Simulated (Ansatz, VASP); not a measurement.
**Te5Mo in VASP and in Ansatz**

File INCAR:

```
SYSTEM = Te5Mo
PREC = Accurate
ENCUT = 520
EDIFF = 1E-7
ISMEAR = 0
SIGMA = 0.1
LREAL = .FALSE.
LASPH = .TRUE.
NELM = 100
ALGO = Normal
ISIF = 2
LWAVE = .FALSE.
LCHARG = .FALSE.
GGA = PE
NBANDS = 31
```

File KPOINTS:

```
Automatic mesh
0
G
  4 4 4
  0 0 0
```

The input POSCAR:

```
Te5Mo
1.0
    0.0000000000      4.4781429000      4.4781429000
    4.4781429000      0.0000000000      4.4781429000
    4.4781429000      4.4781429000      0.0000000000
Te Mo
5 1
Direct
    0.2500000000      0.2500000000      0.2500000000
    0.1277616000      0.6240794700      0.6240794700
    0.6240794700      0.6240794700      0.6240794700
    0.6240794700      0.6240794700      0.1277616000
    0.6240794700      0.1277616000      0.6240794700
    0.0000000000      0.0000000000      0.0000000000
```

Input for Ansatz:

```yaml
crystal:
  lattice:
    - [0.0, 4.4781429, 4.4781429]
    - [4.4781429, 0.0, 4.4781429]
    - [4.4781429, 4.4781429, 0.0]
  atoms:
    - { symbol: Te, position: [0.25, 0.25, 0.25] }
    - { symbol: Te, position: [0.1277616, 0.62407947, 0.62407947] }
    - { symbol: Te, position: [0.62407947, 0.62407947, 0.62407947] }
    - { symbol: Te, position: [0.62407947, 0.62407947, 0.1277616] }
    - { symbol: Te, position: [0.62407947, 0.1277616, 0.62407947] }
    - { symbol: Mo, position: [0.0, 0.0, 0.0] }
basis:
  ecutwfc: 420
kpoints:
  mp_grid: { grid: [4, 4, 4] }
hamiltonian:
  xc: pbe
scf:
  occupations: { method: gaussian, width: 0.1 }
  lower_state_search: "off"
output:
  forces: true
  stress: true
  eigenvalues: true
```

Change from the starting cell: species swapped into the TmCu5 type (F-43m, No. 216).

Alike in both runs: task single point; functional PBE; k mesh 4 × 4 × 4; occupations gaussian, width 0.1 eV; no spin polarisation.

|  | VASP | Ansatz |
| --- | --- | --- |
| version | VASP 6.6.1 | Ansatz 0.2.0 |
| potentials or method | VASP PAW PBE potentials, release 64 (Te, Mo_sv), cutoff 520 eV | scalar-relativistic, plane waves, PAW |
| valence electrons in the cell | 44 | 94 |

|  | VASP | Ansatz | Ansatz less VASP |
| --- | --- | --- | --- |
| gap on the k mesh at the Fermi level (eV) | none | none | - |
| pressure (GPa) | -3.4 | -3.3 | +0.06 |
| rms of the force components (eV/Å) | 0.160 | 0.160 | +0.0001 |

Atom by atom the forces differ by 0.000 eV/Å (rms over components). A gap of «none» marks a metal or a gap that the smearing closes. VASP's potentials hold 44 valence electrons a cell and Ansatz's 94, so a difference there can come from the potentials and not from the codes.

Neither program's run includes spin-orbit coupling.
